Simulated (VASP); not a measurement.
# W2AuN3 (I-4m2) in VASP: single point with PBE

Aim: the single point of W2AuN3 with PBE.

Program: VASP 6.6.1. These are calculated values, not measurements. Logs are shortened: lines on timing, memory, paths and dates and some standing lists are left out, and cuts for length are marked.

## 1. The cell of the first run

Symmetry: I-4m2, No. 119, tetragonal system. Conventional cell: a = 4.167 Å, b = 4.167 Å, c = 8.355 Å, α = 90.00°, β = 90.00°, γ = 90.00°. W (site symmetry -4m2) has 2 N at 2.10 Å within 2.8 Å. W (site symmetry -4m2) has 4 N at 2.08 Å within 2.8 Å. Au (site symmetry -4m2) has 2 N at 2.08 Å within 2.8 Å. N (site symmetry 2mm) has 1 Au at 2.08 Å and 2 N at 2.08 Å and 3 W at 2.08 to 2.10 Å within 2.8 Å. N (site symmetry -4m2) has 4 N at 2.08 Å within 2.8 Å.

The cell was built from a structure type or drawn by symmetry, and may not be a known phase.

## 2. Single point, PBE

File INCAR:

```
PREC = Accurate
ENCUT = 600
EDIFF = 1E-6
ISMEAR = 0
SIGMA = 0.15
LREAL = False
LASPH = True
NELM = 120
ALGO = Normal
ISIF = 2
LWAVE = False
LCHARG = False
GGA = PE
NBANDS = 36
GGA_COMPAT = False
```

File KPOINTS:

```
regular mesh
0
Gamma
  4 4 4
```

File POSCAR:

```
W2AuN3
1.0
   -2.0833938721      2.0833938721      4.1776279444
    2.0833938721     -2.0833938721      4.1776279444
    2.0833938721      2.0833938721     -4.1776279444
W Au N
2 1 3
Direct
    0.0000000000      0.0000000000      0.0000000000
    0.2500000000      0.7500000000      0.5000000000
    0.5000000000      0.5000000000      0.0000000000
    0.7487528648      0.7487528648      0.0000000000
    0.2512471352      0.2512471352      0.0000000000
    0.7500000000      0.2500000000      0.5000000000
```

Potentials or basis: VASP PAW PBE potentials, release 64 (W_sv, Au, N).

Started as:

```bash
$ cat potpaw_PBE.64/W_sv/POTCAR potpaw_PBE.64/Au/POTCAR potpaw_PBE.64/N/POTCAR > POTCAR
$ mpirun -np 1 vasp_std > vasp.out
```

OUTCAR:

```text
PREC = Accurate
   ENCUT = 600
   EDIFF = 1E-6
   ISMEAR = 0
   LREAL = False
   LASPH = True
   NELM = 120
   ISIF = 2
   GGA = PE

 ion  position               nearest neighbor table
   1  0.000  0.000  0.000-   4 2.10   5 2.10   3 2.95   3 2.95   3 2.95   3 2.95   2 2.95   2 2.95
                             2 2.95   2 2.95
   2  0.250  0.750  0.500-   5 2.08   4 2.08   5 2.08   4 2.08   1 2.95   1 2.95   3 2.95   3 2.95
                             3 2.95   1 2.95   1 2.95   3 2.95
   3  0.500  0.500  0.000-   4 2.08   5 2.08   1 2.95   1 2.95   1 2.95   1 2.95   2 2.95   2 2.95
                             2 2.95   2 2.95
   4  0.749  0.749  0.000-   3 2.08   2 2.08   2 2.08   1 2.10
   5  0.251  0.251  0.000-   3 2.08   2 2.08   2 2.08   1 2.10
   6  0.750  0.250  0.500-

  LATTYP: Found a body centered tetragonal cell.
 ALAT       =     4.1667877442
 C/A-ratio  =     2.0052031449

  Lattice vectors:

 A1 = (  -2.0833938721,   2.0833938721,   4.1776279444)
 A2 = (   2.0833938721,  -2.0833938721,   4.1776279444)
 A3 = (   2.0833938721,   2.0833938721,  -4.1776279444)

Analysis of symmetry for initial positions (statically):
=====================================================================
 Subroutine PRICEL returns:
 Original cell was already a primitive cell.

 Routine SETGRP: Setting up the symmetry group for a
 body centered tetragonal supercell.

 Subroutine GETGRP returns: Found  8 space group operations
 (whereof  8 operations were pure point group operations)
 out of a pool of 16 trial point group operations.

The static configuration has the point symmetry D_2d.

Analysis of symmetry for dynamics (positions and initial velocities):
=====================================================================
 Subroutine PRICEL returns:
 Original cell was already a primitive cell.

 Routine SETGRP: Setting up the symmetry group for a
 body centered tetragonal supercell.

 Subroutine GETGRP returns: Found  8 space group operations
 (whereof  8 operations were pure point group operations)
 out of a pool of 16 trial point group operations.

The dynamic configuration has the point symmetry D_2d.

 Subroutine INISYM returns: Found  8 space group operations
 (whereof  8 operations are pure point group operations),
 and found     1 'primitive' translations

----------------------------------------------------------------------------------------

                                     Primitive cell

  volume of cell :      72.5325

  direct lattice vectors                    reciprocal lattice vectors
    -2.083393872  2.083393872  4.177627944     0.000000000  0.239993026  0.119685143
     2.083393872 -2.083393872  4.177627944     0.239993026  0.000000000  0.119685143
     2.083393872  2.083393872 -4.177627944     0.239993026  0.239993026  0.000000000

  length of vectors
     5.112106737  5.112106737  5.112106737     0.268181256  0.268181256  0.339401392

  position of ions in fractional coordinates (direct lattice)
     0.000000000  0.000000000  0.000000000
     0.250000000  0.750000000  0.500000000
     0.500000000  0.500000000  0.000000000
     0.748752865  0.748752865  0.000000000
     0.251247135  0.251247135  0.000000000
     0.750000000  0.250000000  0.500000000

  ion indices of the primitive-cell ions
   primitive index   ion index
                 1           1
                 2           2
                 3           3
                 4           4
                 5           5
                 6           6

----------------------------------------------------------------------------------------

 KPOINTS: regular mesh

Automatic generation of k-mesh.
 Grid dimensions read from file:
 generate k-points for:    4    4    4

 Generating k-lattice:

  Cartesian coordinates                     Fractional coordinates (reciprocal lattice)
     0.000000000  0.059998257  0.029921286     0.250000000  0.000000000 -0.000000000
     0.059998257  0.000000000  0.029921286     0.000000000  0.250000000 -0.000000000
     0.059998257  0.059998257  0.000000000     0.000000000  0.000000000  0.250000000

  Length of vectors
     0.067045314  0.067045314  0.084850348

  Shift w.r.t. Gamma in fractional coordinates (k-lattice)
     0.000000000  0.000000000  0.000000000

 Subroutine IBZKPT returns following result:
 ===========================================

 Found     13 irreducible k-points:

 Following reciprocal coordinates:
            Coordinates               Weight
  0.000000  0.000000  0.000000      1.000000
  0.250000  0.000000  0.000000      8.000000
  0.500000  0.000000  0.000000      4.000000
  0.250000  0.250000  0.000000      8.000000
  0.500000  0.250000  0.000000     16.000000
 -0.250000  0.250000  0.000000      4.000000
  0.500000  0.500000  0.000000      2.000000
  0.250000  0.250000  0.250000      2.000000
 -0.250000  0.250000  0.250000      4.000000
  0.500000  0.500000  0.250000      4.000000
 -0.250000  0.500000  0.250000      8.000000
 -0.250000 -0.250000  0.250000      2.000000
  0.500000  0.500000  0.500000      1.000000
   k-points           NKPTS =     13   k-points in BZ     NKDIM =     13   number of bands    NBANDS=     36
   number of dos      NEDOS =    301   number of ions     NIONS =      6
   total plane-waves  NPLWV =  74088
   dimension x,y,z NGX =    42 NGY =   42 NGZ =   42
   dimension x,y,z NGXF=    84 NGYF=   84 NGZF=   84
   ions per type =               2   1   3
   NGX,Y,Z   is equivalent  to a cutoff of  13.66, 13.66, 13.66 a.u.
   NGXF,Y,Z  is equivalent  to a cutoff of  27.32, 27.32, 27.32 a.u.
 SYSTEM =  unknown system
   PREC   = accura    normal or accurate (medium, high low for compatibility)
   ISTART =      0    job   : 0-new  1-cont  2-samecut
   ICHARG =      2    charge: 1-file 2-atom 10-const
   ISPIN  =      1    spin polarized calculation?
   LNONCOLLINEAR =      F non collinear calculations
   LSORBIT =      F    spin-orbit coupling
   LASPH  =      T    aspherical Exc in radial PAW
   ENCUT  =  600.0 eV  44.10 Ry    6.64 a.u.  10.21 10.21 10.21*2*pi/ulx,y,z
   NELM   =    120;   NELMIN=  2; NELMDL= -5     # of ELM steps
   EDIFF  = 0.1E-05   stopping-criterion for ELM
   LREAL  =      F    real-space projection
   EDIFFG = 0.1E-04   stopping-criterion for IOM
   NSW    =      0    number of steps for IOM
   IBRION =     -1    ionic relax: 0-MD 1-quasi-New 2-CG
   NFREE  =      0    steps in history (QN), initial steepest desc. (CG)
   ISIF   =      2    stress and relaxation
   ISYM   =      2    0-nonsym 1-usesym 2-fastsym
   POTIM  = 0.5000    time-step for ionic-motion
   TEBEG  =    0.0;   TEEND  =   0.0 temperature during run
   PSTRESS=    0.0 pullay stress
   NELECT =      54.0000    total number of electrons
   NUPDOWN=      -1.0000    fix difference up-down
   EMIN   =  10.00;   EMAX   =-10.00  energy-range for DOS
   EFERMI =   0.00;   METHOD = LEGACY
   ISMEAR =     0;   SIGMA  =   0.15  broadening in eV -4-tet -1-fermi 0-gaus
   EFERMI_NEDOS =   21; number of points for ismear=-14 and -15
   IALGO  =     38    algorithm
   IMIX   =      4    mixing-type and parameters
     AMIX     =   0.40;   BMIX     =  1.00
     AMIX_MAG =   1.60;   BMIX_MAG =  1.00
  volume/ion in A,a.u.               =      12.09        81.58
  Fermi-wavevector in a.u.,A,eV,Ry     =   1.483754  2.803889 29.953580  2.201526
  Thomas-Fermi vector in A             =   2.597376
   LORBIT       =      0    0 simple, 1 ext, 2 COOP (PROOUT), +10 PAW based schemes
   GGA     = PE    functional components
   LHFCALC =     F    Hartree Fock is set to
   AEXX    =    0.0000 exact exchange contribution
   IVDW    =     0    specifies the selected vdW correction
   LEPSILON=     F    determine dielectric tensor
   LRPA    =     F    only Hartree local field effects (RPA)
 non-spin polarized calculation
 Gauss-broadening in eV      SIGMA  =   0.15
  energy-cutoff  :      600.00
  volume of cell :       72.53
 maximum number of plane-waves:      2461
 NGX is ok and might be reduce to    42
   NGX = 21   NGY = 21   NGZ = 21

 number of electron      53.9999999 magnetization

 Free energy of the ion-electron system (eV)
  ---------------------------------------------------
  ext. energy  EPLUGINS =         0.00000000
  ---------------------------------------------------
  free energy    TOTEN  =       -46.03588647 eV

  energy without entropy =      -45.97376446  energy(sigma->0) =      -46.00482546

 E-fermi :   9.2608     XC(G=0): -12.8354

 val. band max:        9.1668196394   @ k =   0.2500   0.0000   0.0000
 cond. band min:       9.2982524050   @ k =  -0.2500   0.5000   0.2500
 fundamental gap:      0.1314327656
 Fermi energy:         9.2608260340

 k-point     1 :       0.0000    0.0000    0.0000
  band No.  band energies     occupation
      1     -65.4939      2.00000
      2     -65.3943      2.00000
      3     -29.8984      2.00000
      4     -29.8984      2.00000
      5     -29.8183      2.00000
      6     -29.4926      2.00000
[... 28 lines left out ...]
     35      12.8461      0.00000
     36      14.0571      0.00000

 k-point     2 :       0.2500    0.0000    0.0000
  band No.  band energies     occupation
      1     -65.4917      2.00000
      2     -65.3964      2.00000
      3     -29.9558      2.00000
      4     -29.9023      2.00000
      5     -29.7465      2.00000
      6     -29.5200      2.00000
[... 28 lines left out ...]
     35      13.1751      0.00000
     36      14.0586      0.00000

 k-point     3 :       0.5000    0.0000    0.0000
  band No.  band energies     occupation
      1     -65.4895      2.00000
      2     -65.3984      2.00000
      3     -29.9910      2.00000
      4     -29.9061      2.00000
      5     -29.6851      2.00000
      6     -29.5586      2.00000
[... 28 lines left out ...]
     35      13.0079      0.00000
     36      14.3801      0.00000
[... 313 lines left out ...]
 k-point    12 :      -0.2500   -0.2500    0.2500
  band No.  band energies     occupation
      1     -65.4911      2.00000
      2     -65.3971      2.00000
      3     -29.9086      2.00000
      4     -29.9086      2.00000
      5     -29.7777      2.00000
      6     -29.4816      2.00000
[... 28 lines left out ...]
     35      12.8684      0.00000
     36      15.0058      0.00000

 k-point    13 :       0.5000    0.5000    0.5000
  band No.  band energies     occupation
      1     -65.4882      2.00000
      2     -65.4000      2.00000
      3     -29.9183      2.00000
      4     -29.9183      2.00000
      5     -29.7266      2.00000
      6     -29.4712      2.00000
[... 28 lines left out ...]
     35      12.8441      0.00000
     36      14.3095      0.00000

------------------------ aborting loop because EDIFF is reached ----------------------------------------

  FORCE on cell =-STRESS in cart. coord.  units (eV):
  Direction    XX          YY          ZZ          XY          YZ          ZX
  --------------------------------------------------------------------------------------
  -------------------------------------------------------------------------------------
  Total        0.0223624      0.0223624     -0.0559829      0.0000000      0.0000000      0.0000000
  in kB        0.4939652      0.4939652     -1.2366117      0.0000000      0.0000000      0.0000000
  external PRESSURE =      -0.0828938 kB  Pullay stress =       0.0000000 kB

 VOLUME and BASIS-vectors are now :
 -----------------------------------------------------------------------------
  energy-cutoff  :      600.00
  volume of cell :       72.53
      direct lattice vectors                 reciprocal lattice vectors
    -2.083393872  2.083393872  4.177627944     0.000000000  0.239993026  0.119685143
     2.083393872 -2.083393872  4.177627944     0.239993026  0.000000000  0.119685143
     2.083393872  2.083393872 -4.177627944     0.239993026  0.239993026  0.000000000

 POSITION                                       TOTAL-FORCE (eV/Angst)
 -----------------------------------------------------------------------------------
      0.00000      0.00000      0.00000        -0.000000     -0.000000      0.000000
      2.08339      0.00000      2.08881        -0.000000     -0.000000      0.000000
      0.00000      0.00000      4.17763        -0.000000     -0.000000      0.000000
      0.00000      0.00000      6.25602        -0.000000     -0.000000     -0.043223
      0.00000      0.00000      2.09923         0.000000      0.000000      0.043223
      0.00000      2.08339      2.08881        -0.000000     -0.000000      0.000000
 -----------------------------------------------------------------------------------
    total drift:                               -0.000000      0.000000      0.000000

  FREE ENERGIE OF THE ION-ELECTRON SYSTEM (eV)
  ---------------------------------------------------
  free  energy   TOTEN  =       -46.0358864680 eV

  energy  without entropy=      -45.9737644586  energy(sigma->0) =      -46.00482546
```

It took 2 min on 1 thread of Intel Xeon 8259CL, shared host; peak memory 0.28 GiB.

What came out:

```
Free energy            : -46.0359 eV
Pressure               : 0.0 GPa
Largest force          : 0.043 eV/Å
Band gap on the k mesh : zero (bands 27 and 28 overlap by 0.43 eV)
```

Forces in eV/Å, atoms in the order of the input:
```
W    0.000  0.000  0.000
W    0.000  0.000  0.000
Au   0.000  0.000  0.000
N    0.000  0.000 -0.043
N    0.000  0.000  0.043
N    0.000  0.000  0.000
```

Stress tensor (GPa, compression positive):
```
 0.05  0.00  0.00
 0.00  0.05  0.00
 0.00  0.00 -0.12
```

Caveat: the k points lie up to 0.42 Å⁻¹ apart; spin-orbit coupling is left out, which moves the levels of the heavy elements.
